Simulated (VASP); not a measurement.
Runs of VASP 6.6.1 on SiGe. The structure is that of space group P6_3mc (No. 186), or close to it. The cells are those of the table. 

```tsv
cell	smearing	gap on the mesh (eV)	pressure (GPa)
a = 3.842, b = 3.842, c = 6.466 Å, angles 90.0, 90.0, 120.0°, 4 atoms	gaussian 0.02 eV	0.32	2.2
a = 3.842, b = 3.842, c = 6.501 Å, angles 90.0, 90.0, 120.0°, 4 atoms	gaussian 0.02 eV	0.29	(a)
a = 3.842, b = 3.842, c = 6.474 Å, angles 90.0, 90.0, 120.0°, 4 atoms	gaussian 0.01 eV	0.31	2.1
a = 3.842, b = 3.842, c = 6.474 Å, angles 90.0, 90.0, 120.0°, 4 atoms	gaussian 0.02 eV	0.31	2.1
```

Alike in all rows: task single point; level PBEsol; potentials or basis VASP PAW PBE potentials, release 64 (Si, Ge_d); no spin polarisation; k mesh 9 × 9 × 6; cutoff (eV) 500.

Task: Estimate the missing entries.

Result: (a) 1.7.

Caveats: the PAW data sets were made with another functional, which shifts forces and pressure a little; an odd mesh through Γ misses points on the zone boundary, where band edges can lie.

A k mesh can miss the band edges, and the runs leave out spin-orbit coupling on Ge.
